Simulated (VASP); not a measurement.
## B: single point with RPBE

The system is B.

```
B
1.0
     1.79083    0.00000    0.00000
    -0.89541    1.55090    0.00000
     0.00000    0.00000   11.06682
B
2
Direct
  0.33333 0.66667 0.25000
  0.66667 0.33333 0.75000
```

This cell differs from its parent crystal: volume scaled by 1.12.

* Program: VASP 6.6.1
* Task: single point
* Functional: RPBE
* Potentials or basis: VASP PAW PBE potentials, release 64 (B)
* Cutoff: 520 eV
* k mesh: 23 × 23 × 4
* Occupations: fermi-dirac, width 0.1 eV
* Spin: no spin polarisation
* Dipole correction: no
* Further INCAR settings: ALGO = Normal; EDIFF = 1e-07; NBANDS = 10

```yaml
Pressure: -11.5 GPa
Band_gap_on_the_k_mesh: zero (band 3 reaches 4.87 eV, above the bottom of band 4 at -5.07 eV)
```

Stress tensor (GPa, compression positive):
```
-17.21   0.00   0.00
  0.00 -17.21   0.00
  0.00   0.00  -0.08
```

Levels at points of the mesh, in eV from the Fermi level:
| k point | band 1 | band 2 | band 3 | band 4 | band 5 | band 6 | band 7 | band 8 | band 9 |
| --- | --- | --- | --- | --- | --- | --- | --- | --- | --- |
| (0.00, 0.00, 0.00) | -16.14 | -16.14 | -6.92 | -6.80 | 2.08 | 4.20 | 5.59 | 10.53 | 13.41 |
| (0.00, 0.00, 0.50) | -16.14 | -16.14 | -6.87 | -6.87 | 2.78 | 2.78 | 7.93 | 7.93 | 16.65 |

It took 59 s on 1 thread of Intel(R) Xeon(R) Platinum 8259CL CPU @ 2.50GHz (Skylake/Cascade Lake) (shared host), peak memory 0.16 GiB.

Caveat: the PAW data sets were made with another functional, which shifts forces and pressure a little.
